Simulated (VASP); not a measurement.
# HgTe (F-43m) in VASP: notebook, part 2 of 2

VASP 6.6.1. The steps go on from the part before.

## Step 5: Single point, PBE

This run uses another cell than the first one, of 35.58 Å³/atom, 1.066 times its volume.

File INCAR:

```
SYSTEM = HgTe
ALGO = Normal ; EDIFF = 1E-6
ENCUT = 520 ; GGA = PE
ISIF = 2 ; ISMEAR = -1
LASPH = .True. ; LCHARG = .False.
LREAL = .False. ; LWAVE = .False.
NBANDS = 16 ; NELM = 100
PREC = Accurate ; SIGMA = 0.02
```

File KPOINTS:

```
k-points
0
Gamma
  6 6 6
  0 0 0
```

File POSCAR:

```
HgTe
1.0
    0.0000000000      3.2891578929      3.2891578929
    3.2891578929      0.0000000000      3.2891578929
    3.2891578929      3.2891578929      0.0000000000
Hg Te
1 1
Direct
    0.0000000000      0.0000000000      0.0000000000
    0.2500000000      0.2500000000      0.2500000000
```

Potentials or basis: VASP PAW PBE potentials, release 64 (Hg, Te).

Started as:

```
$ cat potpaw_PBE.64/Hg/POTCAR potpaw_PBE.64/Te/POTCAR > POTCAR
$ mpirun -np 1 vasp_std > vasp.out
```

OUTCAR:

```text
SYSTEM = HgTe
   EDIFF = 1E-6
   ENCUT = 520
   GGA = PE
   ISIF = 2
   ISMEAR = -1
   LASPH = .True.
   LREAL = .False.
   NELM = 100
   PREC = Accurate

 ion  position               nearest neighbor table
   1  0.000  0.000  0.000-   2 2.85   2 2.85   2 2.85   2 2.85
   2  0.250  0.250  0.250-   1 2.85   1 2.85   1 2.85   1 2.85

  LATTYP: Found a face centered cubic cell.
 ALAT       =     6.5783157858

  Lattice vectors:

 A1 = (   0.0000000000,   3.2891578929,   3.2891578929)
[... 479 lines left out ...]
------------------------ aborting loop because EDIFF is reached ----------------------------------------

  FORCE on cell =-STRESS in cart. coord.  units (eV):
  Direction    XX          YY          ZZ          XY          YZ          ZX
  --------------------------------------------------------------------------------------
  -------------------------------------------------------------------------------------
  Total        0.5918026      0.5918026      0.5918026      0.0000000      0.0000000     -0.0000000
  in kB       13.3230381     13.3230381     13.3230381      0.0000000      0.0000000     -0.0000000
  external PRESSURE =      13.3230381 kB  Pullay stress =       0.0000000 kB

 VOLUME and BASIS-vectors are now :
 -----------------------------------------------------------------------------
  energy-cutoff  :      520.00
  volume of cell :       71.17
      direct lattice vectors                 reciprocal lattice vectors
     0.000000000  3.289157893  3.289157893    -0.152014593  0.152014593  0.152014593
     3.289157893  0.000000000  3.289157893     0.152014593 -0.152014593  0.152014593
     3.289157893  3.289157893  0.000000000     0.152014593  0.152014593 -0.152014593

 POSITION                                       TOTAL-FORCE (eV/Angst)
 -----------------------------------------------------------------------------------
      0.00000      0.00000      0.00000         0.000000     -0.000000      0.000000
      1.64458      1.64458      1.64458        -0.000000      0.000000     -0.000000
 -----------------------------------------------------------------------------------
    total drift:                               -0.000000     -0.000000     -0.000000

  FREE ENERGIE OF THE ION-ELECTRON SYSTEM (eV)
  ---------------------------------------------------
  free  energy   TOTEN  =        -3.6306419197 eV

  energy  without entropy=       -3.6302882485  energy(sigma->0) =       -3.63046508
```

OSZICAR:

```text
N       E                     dE             d eps       ncg     rms          rms(c)
DAV:   1     0.105072291335E+03    0.10507E+03   -0.78531E+03   512   0.960E+02
DAV:   2    -0.303794891527E-01   -0.10510E+03   -0.97611E+02   600   0.225E+02
DAV:   3    -0.380033859809E+01   -0.37700E+01   -0.37602E+01   608   0.442E+01
DAV:   4    -0.383707069325E+01   -0.36732E-01   -0.36730E-01   776   0.395E+00
DAV:   5    -0.383716452158E+01   -0.93828E-04   -0.93828E-04   648   0.190E-01    0.682E+00
DAV:   6    -0.363767698522E+01    0.19949E+00   -0.39170E-01   608   0.816E+00    0.547E+00
DAV:   7    -0.363108367801E+01    0.65933E-02   -0.91552E-02   568   0.203E+00    0.211E+00
DAV:   8    -0.363057076534E+01    0.51291E-03   -0.94479E-03   592   0.109E+00    0.478E-01
DAV:   9    -0.363059804265E+01   -0.27277E-04   -0.72706E-04   656   0.306E-01    0.105E-01
DAV:  10    -0.363062842485E+01   -0.30382E-04   -0.89711E-05   608   0.828E-02    0.463E-02
DAV:  11    -0.363064322125E+01   -0.14796E-04   -0.29515E-05   608   0.383E-02    0.268E-02
DAV:  12    -0.363064197728E+01    0.12440E-05   -0.33470E-06   584   0.129E-02    0.165E-02
DAV:  13    -0.363064191968E+01    0.57594E-07   -0.37855E-07   448   0.317E-03
   1 F= -.36306419E+01 E0= -.36304651E+01  d E =-.353671E-03
```

Wall time 8.3 s (1 thread of Intel Xeon 6975P-C (Granite Rapids), shared host); peak memory 0.21 GiB.

Results:

| Quantity | Value |
| --- | --- |
| Free energy | -3.6306 eV |
| Pressure | 1.3 GPa |
| Band gap on the k mesh | zero (filled and empty bands touch) |

Caveat: spin-orbit coupling is left out, which moves the levels of the heavy elements.

## Step 6: Single point, LDA

This run uses another cell than the first one, of 35.58 Å³/atom, 1.066 times its volume.

File INCAR:

```
PREC = Accurate
ENCUT = 520
EDIFF = 1E-6
ISMEAR = -1
SIGMA = 0.02
LREAL = F
LASPH = T
NELM = 100
ALGO = Normal
ISIF = 2
LWAVE = F
LCHARG = T
GGA = CA
LELF = T
LVHAR = T
NBANDS = 16
```

File KPOINTS:

```
regular mesh
0
Gamma
  6 6 6
```

POSCAR is that of step 5.

Potentials or basis: VASP PAW LDA potentials, release 64 (Hg, Te).

Started as:

```
$ cat potpaw_LDA.64/Hg/POTCAR potpaw_LDA.64/Te/POTCAR > POTCAR
$ mpirun -np 1 vasp_std > vasp.out
```

Run time: 7.2 s. Hardware: 1 thread of Intel Xeon 6975P-C (Granite Rapids), shared host; peak memory 0.17 GiB.

It converged, with:

| Quantity | Value |
| --- | --- |
| Free energy | -4.9934 eV |
| Pressure | -2.4 GPa |
| Band gap on the k mesh | zero (filled and empty bands touch) |

Levels at points of the mesh, in eV from the Fermi level:
```csv
k point,band 5,band 6,band 7,band 8,band 9,band 10,band 11,band 12,band 13,band 14
"(0.00, 0.00, 0.00)",-6.63,-6.63,-1.01,-0.01,-0.01,-0.01,4.23,4.23,4.23,6.23
"(0.50, 0.00, 0.00)",-6.61,-6.36,-5.23,-0.91,-0.91,0.58,4.98,4.98,6.60,7.57
"(0.50, 0.50, 0.00)",-6.57,-6.24,-5.21,-2.09,-2.09,1.82,2.43,7.82,8.52,8.52
```

Caveat: spin-orbit coupling is left out, which moves the levels of the heavy elements.

## Step 7: Overview

| level | potentials or basis | cell | gap on the mesh (eV) | pressure (GPa) |
| --- | --- | --- | --- | --- |
| LDA | VASP PAW LDA potentials, release 64 (Hg, Te) | a = 4.553 Å, angles 60.0°, 2 atoms | none | 0.2 |
| PBEsol | VASP PAW PBE potentials, release 64 (Hg, Te) | a = 4.605 Å, angles 60.0°, 2 atoms | none | 0.1 |
| PBE | VASP PAW PBE potentials, release 64 (Hg, Te) | a = 4.704 Å, angles 60.0°, 2 atoms | none | 0.1 |
| PBE | VASP PAW PBE potentials, release 64 (Hg, Te) | a = 4.652 Å, angles 60.0°, 2 atoms | none | 1.3 |
| LDA | VASP PAW LDA potentials, release 64 (Hg, Te) | a = 4.652 Å, angles 60.0°, 2 atoms | none | -2.4 |

Alike in all rows: task single point; no spin polarisation; k mesh 6 × 6 × 6; cutoff (eV) 520; smearing fermi-dirac 0.02 eV.

Caveats: spin-orbit coupling is left out, which moves the levels of the heavy elements; the PAW data sets were made with another functional, which shifts forces and pressure a little (some runs).

Total energies depend on the potentials used, so only differences within one code and one set of settings carry meaning.
